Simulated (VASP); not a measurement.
# O (Pm-3m) in VASP: single point with PBEsol

Aim: the single point of O with PBEsol.

All numbers are computed with VASP 6.6.1; they aren't measurements. Logs are shortened: lines on timing, memory, paths and dates and some standing lists are left out, and cuts for length are marked.

### Step 1. The cell of the first run

Symmetry: Pm-3m, No. 221, cubic system. The conventional cell has a = 4.178 Å, b = 4.178 Å, c = 4.178 Å, α = 90.00°, β = 90.00°, γ = 90.00°. O (site symmetry 4/mmm) has 8 O at 2.95 Å within 3.9 Å.

### Step 2. Single point, PBEsol

INCAR reads:

```
SYSTEM = O
ALGO = Normal ; EDIFF = 1E-6
ENCUT = 520 ; GGA = PS
ISIF = 2 ; ISMEAR = 1
LASPH = .TRUE. ; LCHARG = .FALSE.
LREAL = .FALSE. ; LWAVE = .FALSE.
NBANDS = 16 ; NELM = 80
PREC = Accurate ; SIGMA = 0.15
```

KPOINTS reads:

```
k-points
0
G
  6 6 6
  0 0 0
```

POSCAR reads:

```
O
1.0
    4.1779540000      0.0000000000      0.0000000000
    0.0000000000      4.1779540000      0.0000000000
    0.0000000000      0.0000000000      4.1779540000
O
3
Direct
    0.5000000000      0.0000000000      0.0000000000
    0.0000000000      0.5000000000      0.0000000000
    0.0000000000      0.0000000000      0.5000000000
```

Potentials or basis: VASP PAW PBE potentials, release 64 (O).

On the command line:

```sh
$ cat potpaw_PBE.64/O/POTCAR > POTCAR
$ mpirun -np 1 vasp_std > vasp.out
```

OUTCAR:

```text
SYSTEM = O
   EDIFF = 1E-6
   ENCUT = 520
   GGA = PS
   ISIF = 2
   ISMEAR = 1
   LASPH = .TRUE.
   LREAL = .FALSE.
   NELM = 80
   PREC = Accurate

 ion  position               nearest neighbor table
   1  0.500  0.000  0.000-
   2  0.000  0.500  0.000-
   3  0.000  0.000  0.500-

  LATTYP: Found a simple cubic cell.
 ALAT       =     4.1779540000

  Lattice vectors:

 A1 = (   4.1779540000,   0.0000000000,   0.0000000000)
 A2 = (   0.0000000000,   4.1779540000,   0.0000000000)
 A3 = (   0.0000000000,   0.0000000000,   4.1779540000)

Analysis of symmetry for initial positions (statically):
=====================================================================
 Subroutine PRICEL returns:
 Original cell was already a primitive cell.

 Routine SETGRP: Setting up the symmetry group for a
 simple cubic supercell.

 Subroutine GETGRP returns: Found 48 space group operations
 (whereof 48 operations were pure point group operations)
 out of a pool of 48 trial point group operations.

The static configuration has the point symmetry O_h .

Analysis of symmetry for dynamics (positions and initial velocities):
=====================================================================
 Subroutine PRICEL returns:
 Original cell was already a primitive cell.

 Routine SETGRP: Setting up the symmetry group for a
 simple cubic supercell.

 Subroutine GETGRP returns: Found 48 space group operations
 (whereof 48 operations were pure point group operations)
 out of a pool of 48 trial point group operations.

The dynamic configuration has the point symmetry O_h .

 Subroutine INISYM returns: Found 48 space group operations
 (whereof 48 operations are pure point group operations),
 and found     1 'primitive' translations

----------------------------------------------------------------------------------------

                                     Primitive cell

  volume of cell :      72.9274

  direct lattice vectors                    reciprocal lattice vectors
     4.177954000  0.000000000  0.000000000     0.239351606  0.000000000  0.000000000
     0.000000000  4.177954000  0.000000000     0.000000000  0.239351606  0.000000000
     0.000000000  0.000000000  4.177954000     0.000000000  0.000000000  0.239351606

  length of vectors
     4.177954000  4.177954000  4.177954000     0.239351606  0.239351606  0.239351606

  position of ions in fractional coordinates (direct lattice)
     0.500000000  0.000000000  0.000000000
     0.000000000  0.500000000  0.000000000
     0.000000000  0.000000000  0.500000000

  ion indices of the primitive-cell ions
   primitive index   ion index
                 1           1
                 2           2
                 3           3

----------------------------------------------------------------------------------------

 KPOINTS: k-points

Automatic generation of k-mesh.
 Grid dimensions read from file:
 generate k-points for:    6    6    6

 Generating k-lattice:

  Cartesian coordinates                     Fractional coordinates (reciprocal lattice)
     0.039891934  0.000000000  0.000000000     0.166666667  0.000000000  0.000000000
     0.000000000  0.039891934  0.000000000     0.000000000  0.166666667  0.000000000
     0.000000000  0.000000000  0.039891934     0.000000000  0.000000000  0.166666667

  Length of vectors
     0.039891934  0.039891934  0.039891934

  Shift w.r.t. Gamma in fractional coordinates (k-lattice)
     0.000000000  0.000000000  0.000000000

 Subroutine IBZKPT returns following result:
 ===========================================

 Found     20 irreducible k-points:

 Following reciprocal coordinates:
            Coordinates               Weight
  0.000000  0.000000  0.000000      1.000000
  0.166667  0.000000  0.000000      6.000000
  0.333333  0.000000  0.000000      6.000000
  0.500000  0.000000  0.000000      3.000000
  0.166667  0.166667  0.000000     12.000000
  0.333333  0.166667  0.000000     24.000000
[... 12 lines left out ...]
  0.500000  0.500000  0.333333      6.000000
  0.500000  0.500000  0.500000      1.000000
   k-points           NKPTS =     20   k-points in BZ     NKDIM =     20   number of bands    NBANDS=     16
   number of dos      NEDOS =    301   number of ions     NIONS =      3
   total plane-waves  NPLWV =  32768
   dimension x,y,z NGX =    32 NGY =   32 NGZ =   32
   dimension x,y,z NGXF=    64 NGYF=   64 NGZF=   64
   ions per type =               3
   NGX,Y,Z   is equivalent  to a cutoff of  12.73, 12.73, 12.73 a.u.
   NGXF,Y,Z  is equivalent  to a cutoff of  25.47, 25.47, 25.47 a.u.
 SYSTEM =  O
   PREC   = accura    normal or accurate (medium, high low for compatibility)
   ISTART =      0    job   : 0-new  1-cont  2-samecut
   ICHARG =      2    charge: 1-file 2-atom 10-const
   ISPIN  =      1    spin polarized calculation?
   LNONCOLLINEAR =      F non collinear calculations
   LSORBIT =      F    spin-orbit coupling
   LASPH  =      T    aspherical Exc in radial PAW
   ENCUT  =  520.0 eV  38.22 Ry    6.18 a.u.   7.77  7.77  7.77*2*pi/ulx,y,z
   NELM   =     80;   NELMIN=  2; NELMDL= -5     # of ELM steps
   EDIFF  = 0.1E-05   stopping-criterion for ELM
   LREAL  =      F    real-space projection
   EDIFFG = 0.1E-04   stopping-criterion for IOM
   NSW    =      0    number of steps for IOM
   IBRION =     -1    ionic relax: 0-MD 1-quasi-New 2-CG
   NFREE  =      0    steps in history (QN), initial steepest desc. (CG)
   ISIF   =      2    stress and relaxation
   ISYM   =      2    0-nonsym 1-usesym 2-fastsym
   POTIM  = 0.5000    time-step for ionic-motion
   TEBEG  =    0.0;   TEEND  =   0.0 temperature during run
   PSTRESS=    0.0 pullay stress
   NELECT =      18.0000    total number of electrons
   NUPDOWN=      -1.0000    fix difference up-down
   EMIN   =  10.00;   EMAX   =-10.00  energy-range for DOS
   EFERMI =   0.00;   METHOD = LEGACY
   ISMEAR =     1;   SIGMA  =   0.15  broadening in eV -4-tet -1-fermi 0-gaus
   EFERMI_NEDOS =   21; number of points for ismear=-14 and -15
   IALGO  =     38    algorithm
   IMIX   =      4    mixing-type and parameters
     AMIX     =   0.40;   BMIX     =  1.00
     AMIX_MAG =   1.60;   BMIX_MAG =  1.00
  volume/ion in A,a.u.               =      24.31       164.05
  Fermi-wavevector in a.u.,A,eV,Ry     =   1.026917  1.940592 14.348140  1.054559
  Thomas-Fermi vector in A             =   2.160835
   LORBIT       =      0    0 simple, 1 ext, 2 COOP (PROOUT), +10 PAW based schemes
   GGA     = PS    functional components
   LHFCALC =     F    Hartree Fock is set to
   AEXX    =    0.0000 exact exchange contribution
   IVDW    =     0    specifies the selected vdW correction
   LEPSILON=     F    determine dielectric tensor
   LRPA    =     F    only Hartree local field effects (RPA)
 non-spin polarized calculation
 Methfessel and Paxton  Order N= 1 SIGMA  =   0.15
  energy-cutoff  :      520.00
  volume of cell :       72.93
 maximum number of plane-waves:      1984
 NGX is ok and might be reduce to    32
   NGX = 15   NGY = 15   NGZ = 15

 number of electron      18.0000003 magnetization

 Free energy of the ion-electron system (eV)
  ---------------------------------------------------
  ext. energy  EPLUGINS =         0.00000000
  ---------------------------------------------------
  free energy    TOTEN  =        -3.50552009 eV

  energy without entropy =       -3.51418981  energy(sigma->0) =       -3.50841000

 E-fermi :  -5.9839     XC(G=0):  -6.6820

 val. band max:       -5.9976606958   @ k =   0.3333   0.3333   0.0000
 cond. band min:      -5.9776574241   @ k =   0.1667   0.1667   0.0000
 fundamental gap:      0.0200032718
 Fermi energy:        -5.9839136139

 k-point     1 :       0.0000    0.0000    0.0000
  band No.  band energies     occupation
      1     -21.7392      2.00000
      2     -21.0195      2.00000
      3     -21.0195      2.00000
      4      -7.2128      2.00000
      5      -7.2128      2.00000
      6      -7.2128      2.00000
[... 8 lines left out ...]
     15       9.7439      0.00000
     16       9.7439      0.00000

 k-point     2 :       0.1667    0.0000    0.0000
  band No.  band energies     occupation
      1     -21.6975      2.00000
      2     -21.0633      2.00000
      3     -21.0179      2.00000
      4      -7.1527      2.00000
      5      -7.1527      2.00000
      6      -7.1492      2.00000
[... 8 lines left out ...]
     15       8.9822      0.00000
     16      10.0109      0.00000

 k-point     3 :       0.3333    0.0000    0.0000
  band No.  band energies     occupation
      1     -21.5894      2.00000
      2     -21.1749      2.00000
      3     -21.0145      2.00000
      4      -7.0043      2.00000
      5      -7.0043      2.00000
      6      -6.9531      2.00000
[... 8 lines left out ...]
     15       9.0369      0.00000
     16      10.6243      0.00000

 k-point     4 :       0.5000    0.0000    0.0000
  band No.  band energies     occupation
      1     -21.5022      2.00000
      2     -21.2644      2.00000
      3     -21.0126      2.00000
      4      -6.9025      2.00000
      5      -6.9025      2.00000
      6      -6.6774      2.00000
[... 8 lines left out ...]
     15       9.3256      0.00000
     16      10.9890      0.00000
[... 248 lines left out ...]
 k-point    18 :       0.5000    0.3333    0.3333
  band No.  band energies     occupation
      1     -21.3081      2.00000
      2     -21.2464      2.00000
      3     -21.1852      2.00000
      4      -7.7297      2.00000
      5      -7.0829      2.00000
      6      -7.0132      2.00000
[... 8 lines left out ...]
     15       8.4788      0.00000
     16       9.0732      0.00000

 k-point    19 :       0.5000    0.5000    0.3333
  band No.  band energies     occupation
      1     -21.2443      2.00000
      2     -21.2434      2.00000
      3     -21.2434      2.00000
      4      -7.8357      2.00000
      5      -7.1556      2.00000
      6      -7.0375      2.00000
[... 8 lines left out ...]
     15       8.1917      0.00000
     16       8.8975      0.00000

 k-point    20 :       0.5000    0.5000    0.5000
  band No.  band energies     occupation
      1     -21.2403      2.00000
      2     -21.2403      2.00000
      3     -21.2403      2.00000
      4      -7.9580      2.00000
      5      -7.1447      2.00000
      6      -7.1447      2.00000
[... 8 lines left out ...]
     15       8.8998      0.00000
     16       8.8998      0.00000

------------------------ aborting loop because EDIFF is reached ----------------------------------------

  FORCE on cell =-STRESS in cart. coord.  units (eV):
  Direction    XX          YY          ZZ          XY          YZ          ZX
  --------------------------------------------------------------------------------------
  -------------------------------------------------------------------------------------
  Total       -5.3380581     -5.3380581     -5.3380581     -0.0000000      0.0000000      0.0000000
  in kB     -117.2743184   -117.2743184   -117.2743184     -0.0000000      0.0000000      0.0000000
  external PRESSURE =    -117.2743184 kB  Pullay stress =       0.0000000 kB

 VOLUME and BASIS-vectors are now :
 -----------------------------------------------------------------------------
  energy-cutoff  :      520.00
  volume of cell :       72.93
      direct lattice vectors                 reciprocal lattice vectors
     4.177954000  0.000000000  0.000000000     0.239351606  0.000000000  0.000000000
     0.000000000  4.177954000  0.000000000     0.000000000  0.239351606  0.000000000
     0.000000000  0.000000000  4.177954000     0.000000000  0.000000000  0.239351606

 POSITION                                       TOTAL-FORCE (eV/Angst)
 -----------------------------------------------------------------------------------
      2.08898      0.00000      0.00000         0.000000      0.000000      0.000000
      0.00000      2.08898      0.00000         0.000000      0.000000      0.000000
      0.00000      0.00000      2.08898         0.000000      0.000000      0.000000
 -----------------------------------------------------------------------------------
    total drift:                                0.000000      0.000000     -0.000000

  FREE ENERGIE OF THE ION-ELECTRON SYSTEM (eV)
  ---------------------------------------------------
  free  energy   TOTEN  =        -3.5055200909 eV

  energy  without entropy=       -3.5141898134  energy(sigma->0) =       -3.50841000
```

It took 11 s on 1 thread of Intel Xeon Platinum 8375C at 2.90GHz (Ice Lake), shared host; peak memory 0.17 GiB.

What came out:

| Item | Value |
| --- | --- |
| Free energy | -3.5055 eV |
| Pressure | -11.7 GPa |
| Band gap on the k mesh | zero (band 9 reaches -5.74 eV, above the bottom of band 10 at -6.29 eV) |

Caveat: the PAW data sets were made with another functional, which shifts forces and pressure a little.
